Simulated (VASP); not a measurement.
Here is a VASP 6.6.1 calculation.

File INCAR:

```
SYSTEM = Sb
PREC = Accurate
ENCUT = 520
EDIFF = 1E-7
ISMEAR = -1
SIGMA = 0.05
LREAL = .False.
LASPH = .True.
NELM = 60
ALGO = Normal
ISIF = 2
LWAVE = .False.
LCHARG = .True.
GGA = PE
LELF = .True.
LVHAR = .True.
NBANDS = 18
```

KPOINTS

```
regular mesh
0
Gamma
  7 7 7
  0 0 0
```

File POSCAR:

```
Sb
1.0
   -3.9477424451      3.9477424451      1.9841386384
    3.9477424451     -3.9477424451      1.9841386384
    3.9477424451      3.9477424451     -1.9841386384
Sb
4
Direct
    0.6512630600      0.1512630600      0.8025261200
    0.1512630600      0.3487369400      0.5000000000
    0.3487369400      0.8487369400      0.1974738800
    0.8487369400      0.6512630600      0.5000000000
```

Potentials or basis: VASP PAW PBE potentials, release 64 (Sb).

Launch:

```console
$ cat potpaw_PBE.64/Sb/POTCAR > POTCAR
$ mpirun -np 1 vasp_std > vasp.out
```

Predict the band gap on the k mesh.

zero (band 10 reaches 7.42 eV, above the bottom of band 11 at 5.83 eV).

Estimate the pressure.

5.4 GPa.

What does it give for the largest force?

0.101 eV/Å.

Stress tensor (GPa, compression positive):
```
4.71 0.00 0.00
0.00 4.71 0.00
0.00 0.00 6.73
```

Caveat: spin-orbit coupling is left out, which moves the levels of the heavy elements.
